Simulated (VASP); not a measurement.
# SiC (Moissanite) (P6_3mc) in VASP: single point with revPBE+D3(BJ)

Aim: the single point of SiC (Moissanite) with revPBE+D3(BJ).

All numbers are computed with VASP 6.6.1; they aren't measurements. Logs are shortened: lines on timing, memory, paths and dates and some standing lists are left out, and cuts for length are marked.

## 1. The cell of the first run

The structure is hexagonal, space group P6_3mc (No. 186). The conventional cell has a = 3.076 Å, b = 3.076 Å, c = 5.048 Å, α = 90.00°, β = 90.00°, γ = 120.00°. Si (site symmetry 3m) has 4 C at 1.87 to 1.94 Å within 2.5 Å. C (site symmetry 3m) has 4 Si at 1.87 to 1.94 Å within 2.5 Å.

## 2. Single point, revPBE+D3(BJ)

File INCAR:

```
  ALGO = Normal
  EDIFF = 1E-6
  ENCUT = 600
  GGA = RE
  GGA_COMPAT = F
  ISIF = 2
  ISMEAR = 0
  IVDW = 12
  LASPH = T
  LCHARG = T
  LELF = T
  LREAL = F
  LVHAR = T
  LWAVE = F
  NBANDS = 16
  NELM = 120
  PREC = Accurate
  SIGMA = 0.01
```

File KPOINTS:

```
k-points
0
Gamma
  4 4 2
```

File POSCAR:

```
SiC
1.0
    3.0760000000      0.0000000000      0.0000000000
   -1.5380000000      2.6638941400      0.0000000000
    0.0000000000      0.0000000000      5.0480000000
Si C
2 2
Direct
    0.3333333333      0.6666666667      0.0000000000
    0.6666666667      0.3333333333      0.5000000000
    0.3333333333      0.6666666667      0.3850000000
    0.6666666667      0.3333333333      0.8850000000
```

Potentials or basis: VASP PAW PBE potentials, release 64 (Si, C).

Started as:

```
cat potpaw_PBE.64/Si/POTCAR potpaw_PBE.64/C/POTCAR > POTCAR
mpirun -np 1 vasp_std > vasp.out
```

OUTCAR:

```text
EDIFF = 1E-6
   ENCUT = 600
   GGA = RE
   ISIF = 2
   ISMEAR = 0
   IVDW = 12
   LASPH = T
   LREAL = F
   NELM = 120
   PREC = Accurate
 IVDW          = 12

 ion  position               nearest neighbor table
   1  0.333  0.667  0.000-   4 1.87   4 1.87   4 1.87   3 1.94   2 3.09   2 3.09   2 3.09   2 3.09
                             2 3.09   2 3.09
   2  0.667  0.333  0.500-   3 1.87   3 1.87   3 1.87   4 1.94   1 3.09   1 3.09   1 3.09   1 3.09
                             1 3.09   1 3.09
   3  0.333  0.667  0.385-   2 1.87   2 1.87   2 1.87   1 1.94
   4  0.667  0.333  0.885-   1 1.87   1 1.87   1 1.87   2 1.94

  LATTYP: Found a hexagonal cell.
 ALAT       =     3.0760000000
 C/A-ratio  =     1.6410923277

  Lattice vectors:

 A1 = (   3.0760000000,   0.0000000000,   0.0000000000)
 A2 = (  -1.5380000000,   2.6638941400,   0.0000000000)
 A3 = (   0.0000000000,   0.0000000000,   5.0480000000)

Analysis of symmetry for initial positions (statically):
=====================================================================
 Subroutine PRICEL returns:
 Original cell was already a primitive cell.

 Routine SETGRP: Setting up the symmetry group for a
 hexagonal supercell.

 Subroutine GETGRP returns: Found 12 space group operations
 (whereof  6 operations were pure point group operations)
 out of a pool of 24 trial point group operations.

The static configuration has the point symmetry C_3v.
 The point group associated with its full space group is C_6v.

Analysis of symmetry for dynamics (positions and initial velocities):
=====================================================================
 Subroutine PRICEL returns:
 Original cell was already a primitive cell.

 Routine SETGRP: Setting up the symmetry group for a
 hexagonal supercell.

 Subroutine GETGRP returns: Found 12 space group operations
 (whereof  6 operations were pure point group operations)
 out of a pool of 24 trial point group operations.

The dynamic configuration has the point symmetry C_3v.
 The point group associated with its full space group is C_6v.

 Subroutine INISYM returns: Found 12 space group operations
 (whereof  6 operations are pure point group operations),
 and found     1 'primitive' translations

----------------------------------------------------------------------------------------

                                     Primitive cell

  volume of cell :      41.3640

  direct lattice vectors                    reciprocal lattice vectors
     3.076000000  0.000000000  0.000000000     0.325097529  0.187695146  0.000000000
    -1.538000000  2.663894140  0.000000000     0.000000000  0.375390292  0.000000000
     0.000000000  0.000000000  5.048000000     0.000000000  0.000000000  0.198098257

  length of vectors
     3.076000000  3.075999998  5.048000000     0.375390292  0.375390292  0.198098257

  position of ions in fractional coordinates (direct lattice)
     0.333333333  0.666666667  0.000000000
     0.666666667  0.333333333  0.500000000
     0.333333333  0.666666667  0.385000000
     0.666666667  0.333333333  0.885000000

  ion indices of the primitive-cell ions
   primitive index   ion index
                 1           1
                 2           2
                 3           3
                 4           4

----------------------------------------------------------------------------------------

 KPOINTS: k-points

Automatic generation of k-mesh.
 Grid dimensions read from file:
 generate k-points for:    4    4    2

 Generating k-lattice:

  Cartesian coordinates                     Fractional coordinates (reciprocal lattice)
     0.081274382  0.046923787  0.000000000     0.250000000  0.000000000  0.000000000
     0.000000000  0.093847573  0.000000000     0.000000000  0.250000000  0.000000000
     0.000000000  0.000000000  0.099049128     0.000000000  0.000000000  0.500000000

  Length of vectors
     0.093847573  0.093847573  0.099049128

  Shift w.r.t. Gamma in fractional coordinates (k-lattice)
     0.000000000  0.000000000  0.000000000

 Subroutine IBZKPT returns following result:
 ===========================================

 Found      8 irreducible k-points:

 Following reciprocal coordinates:
            Coordinates               Weight
  0.000000  0.000000  0.000000      1.000000
  0.250000  0.000000  0.000000      6.000000
  0.500000  0.000000  0.000000      3.000000
  0.250000  0.250000  0.000000      6.000000
  0.000000  0.000000  0.500000      1.000000
  0.250000  0.000000  0.500000      6.000000
  0.500000  0.000000  0.500000      3.000000
  0.250000  0.250000  0.500000      6.000000
   k-points           NKPTS =      8   k-points in BZ     NKDIM =      8   number of bands    NBANDS=     16
   number of dos      NEDOS =    301   number of ions     NIONS =      4
   total plane-waves  NPLWV =  31360
   dimension x,y,z NGX =    28 NGY =   28 NGZ =   40
   dimension x,y,z NGXF=    56 NGYF=   56 NGZF=   80
   ions per type =               2   2
   NGX,Y,Z   is equivalent  to a cutoff of  15.13, 15.13, 13.17 a.u.
   NGXF,Y,Z  is equivalent  to a cutoff of  30.27, 30.27, 26.35 a.u.
 SYSTEM =  unknown system
   PREC   = accura    normal or accurate (medium, high low for compatibility)
   ISTART =      0    job   : 0-new  1-cont  2-samecut
   ICHARG =      2    charge: 1-file 2-atom 10-const
   ISPIN  =      1    spin polarized calculation?
   LNONCOLLINEAR =      F non collinear calculations
   LSORBIT =      F    spin-orbit coupling
   LASPH  =      T    aspherical Exc in radial PAW
   ENCUT  =  600.0 eV  44.10 Ry    6.64 a.u.   6.14  6.14 10.08*2*pi/ulx,y,z
   NELM   =    120;   NELMIN=  2; NELMDL= -5     # of ELM steps
   EDIFF  = 0.1E-05   stopping-criterion for ELM
   LREAL  =      F    real-space projection
   EDIFFG = 0.1E-04   stopping-criterion for IOM
   NSW    =      0    number of steps for IOM
   IBRION =     -1    ionic relax: 0-MD 1-quasi-New 2-CG
   NFREE  =      0    steps in history (QN), initial steepest desc. (CG)
   ISIF   =      2    stress and relaxation
   ISYM   =      2    0-nonsym 1-usesym 2-fastsym
   POTIM  = 0.5000    time-step for ionic-motion
   TEBEG  =    0.0;   TEEND  =   0.0 temperature during run
   PSTRESS=    0.0 pullay stress
   NELECT =      16.0000    total number of electrons
   NUPDOWN=      -1.0000    fix difference up-down
   EMIN   =  10.00;   EMAX   =-10.00  energy-range for DOS
   EFERMI =   0.00;   METHOD = LEGACY
   ISMEAR =     0;   SIGMA  =   0.01  broadening in eV -4-tet -1-fermi 0-gaus
   EFERMI_NEDOS =   21; number of points for ismear=-14 and -15
   IALGO  =     38    algorithm
   IMIX   =      4    mixing-type and parameters
     AMIX     =   0.40;   BMIX     =  1.00
     AMIX_MAG =   1.60;   BMIX_MAG =  1.00
  volume/ion in A,a.u.               =      10.34        69.78
  Fermi-wavevector in a.u.,A,eV,Ry     =   1.192817  2.254098 19.358549  1.422813
  Thomas-Fermi vector in A             =   2.328847
   LORBIT       =      0    0 simple, 1 ext, 2 COOP (PROOUT), +10 PAW based schemes
   GGA     = RE    functional components
   LHFCALC =     F    Hartree Fock is set to
   AEXX    =    0.0000 exact exchange contribution
   IVDW    =    12    specifies the selected vdW correction
   LEPSILON=     F    determine dielectric tensor
   LRPA    =     F    only Hartree local field effects (RPA)
 non-spin polarized calculation
 Gauss-broadening in eV      SIGMA  =   0.01
  energy-cutoff  :      600.00
  volume of cell :       41.36
 maximum number of plane-waves:      1390
 NGX is ok and might be reduce to    28
   NGX = 13   NGY = 13   NGZ = 21

 number of electron      16.0000001 magnetization

 Free energy of the ion-electron system (eV)
  ---------------------------------------------------
  ext. energy  EPLUGINS =         0.00000000
  ---------------------------------------------------
  free energy    TOTEN  =       -28.72288414 eV

  energy without entropy =      -28.72288414  energy(sigma->0) =      -28.72288414

 E-fermi :   8.6068     XC(G=0): -11.2918

 val. band max:        8.5046312111   @ k =   0.0000   0.0000   0.0000
 cond. band min:      11.1039313121   @ k =   0.5000   0.0000   0.0000
 fundamental gap:      2.5993001010
 Fermi energy:         8.6068149830

 k-point     1 :       0.0000    0.0000    0.0000
  band No.  band energies     occupation
      1      -7.2467      2.00000
      2      -3.7523      2.00000
      3      -0.1930      2.00000
      4       6.9490      2.00000
      5       6.9490      2.00000
      6       8.2310      2.00000
[... 8 lines left out ...]
     15      17.2106      0.00000
     16      19.9138      0.00000

 k-point     2 :       0.2500    0.0000    0.0000
  band No.  band energies     occupation
      1      -6.1818      2.00000
      2      -2.8830      2.00000
      3       0.7416      2.00000
      4       3.1708      2.00000
      5       5.2810      2.00000
      6       5.7547      2.00000
[... 8 lines left out ...]
     15      18.3236      0.00000
     16      19.0725      0.00000

 k-point     3 :       0.5000    0.0000    0.0000
  band No.  band energies     occupation
      1      -3.9229      2.00000
      2      -2.4671      2.00000
      3       0.5088      2.00000
      4       1.9532      2.00000
      5       3.0686      2.00000
      6       4.9611      2.00000
[... 8 lines left out ...]
     15      18.6734      0.00000
     16      20.7178      0.00000

 k-point     4 :       0.2500    0.2500    0.0000
  band No.  band energies     occupation
      1      -4.2526      2.00000
      2      -2.0183      2.00000
      3       1.1544      2.00000
      4       2.2844      2.00000
      5       3.0264      2.00000
      6       3.5353      2.00000
[... 8 lines left out ...]
     15      18.9192      0.00000
     16      20.3678      0.00000

 k-point     5 :       0.0000    0.0000    0.5000
  band No.  band energies     occupation
      1      -6.0593      2.00000
      2      -6.0593      2.00000
      3       4.0399      2.00000
      4       4.0399      2.00000
      5       7.5400      2.00000
      6       7.5400      2.00000
[... 8 lines left out ...]
     15      17.6013      0.00000
     16      17.6013      0.00000

 k-point     6 :       0.2500    0.0000    0.5000
  band No.  band energies     occupation
      1      -5.0315      2.00000
      2      -5.0315      2.00000
      3       3.3223      2.00000
      4       3.3223      2.00000
      5       5.4399      2.00000
      6       5.4399      2.00000
[... 8 lines left out ...]
     15      18.6939      0.00000
     16      18.6939      0.00000

 k-point     7 :       0.5000    0.0000    0.5000
  band No.  band energies     occupation
      1      -3.0606      2.00000
      2      -3.0606      2.00000
      3       0.0519      2.00000
      4       0.0519      2.00000
      5       5.8181      2.00000
      6       5.8181      2.00000
[... 8 lines left out ...]
     15      20.1880      0.00000
     16      20.1880      0.00000

 k-point     8 :       0.2500    0.2500    0.5000
  band No.  band energies     occupation
      1      -3.2732      2.00000
      2      -3.2732      2.00000
      3       1.1893      2.00000
      4       1.1893      2.00000
      5       3.6691      2.00000
      6       3.6691      2.00000
[... 8 lines left out ...]
     15      18.5983      0.00000
     16      18.5983      0.00000

------------------------ aborting loop because EDIFF is reached ----------------------------------------

 Edisp (eV)   -2.39359

 E8    (eV) :    -1.5672

  FORCE on cell =-STRESS in cart. coord.  units (eV):
  Direction    XX          YY          ZZ          XY          YZ          ZX
  --------------------------------------------------------------------------------------
  -------------------------------------------------------------------------------------
  Total      -0.47804    -0.47804    -1.83780     0.00000     0.00000     0.00000
  in kB     -18.51613   -18.51613   -71.18451     0.00000     0.00000     0.00000
  external pressure =      -36.07 kB  Pullay stress =        0.00 kB

 VOLUME and BASIS-vectors are now :
 -----------------------------------------------------------------------------
  energy-cutoff  :      600.00
  volume of cell :       41.36
      direct lattice vectors                 reciprocal lattice vectors
     3.076000000  0.000000000  0.000000000     0.325097529  0.187695146  0.000000000
    -1.538000000  2.663894140  0.000000000     0.000000000  0.375390292  0.000000000
     0.000000000  0.000000000  5.048000000     0.000000000  0.000000000  0.198098257

 POSITION                                       TOTAL-FORCE (eV/Angst)
 -----------------------------------------------------------------------------------
     -0.00000      1.77593      0.00000        -0.000000     -0.000000      0.692453
      1.53800      0.88796      2.52400         0.000000     -0.000000      0.692453
     -0.00000      1.77593      1.94348        -0.000000      0.000000     -0.692453
      1.53800      0.88796      4.46748         0.000000     -0.000000     -0.692453
 -----------------------------------------------------------------------------------
    total drift:                               -0.000000      0.000000     -0.000336

  FREE ENERGIE OF THE ION-ELECTRON SYSTEM (eV)
  ---------------------------------------------------
  free  energy   TOTEN  =       -31.1164737945 eV

  energy  without entropy=      -31.1164737945  energy(sigma->0) =      -31.11647379
```

Wall time 15 s (1 thread of Intel Xeon 8259CL, shared host); peak memory 0.18 GiB.

Results:

```yaml
Free_energy: -31.1165 eV
Pressure: -3.6 GPa
Largest_force: 0.692 eV/Å
Band_gap_on_the_k_mesh: 2.60 eV, indirect (least direct gap 4.08 eV)
Dispersion_energy_per_atom: -0.598 eV
```

Forces in eV/Å, atoms in the order of the input:
```
Si   0.000  0.000  0.692
Si   0.000  0.000  0.692
C    0.000  0.000 -0.692
C    0.000  0.000 -0.692
```

Stress tensor (GPa, compression positive):
```
-1.85  0.00  0.00
 0.00 -1.85  0.00
 0.00  0.00 -7.12
```

Levels at points of the mesh, in eV from the valence-band top:
```
           k point  band 4  band 5  band 6  band 7  band 8  band 9  band 10  band 11  band 12  band 13
(0.00, 0.00, 0.00)   -1.56   -1.56   -0.27   -0.27    0.00    4.64     6.04     6.51     6.51     7.57
(0.50, 0.00, 0.00)   -6.55   -5.44   -3.54   -3.26   -1.48    2.60     4.20     6.77     7.19     9.73
(0.00, 0.00, 0.50)   -4.46   -0.96   -0.96   -0.96   -0.96    5.73     5.73     7.17     7.17     7.17
(0.50, 0.00, 0.50)   -8.45   -2.69   -2.69   -2.34   -2.34    3.17     3.17     5.01     5.01    10.39
```

Caveat: the k points lie up to 0.62 Å⁻¹ apart; three body term missing; the PAW data sets were made with another functional, which shifts forces and pressure a little. As with any semilocal functional, this revPBE gap is likely too small.
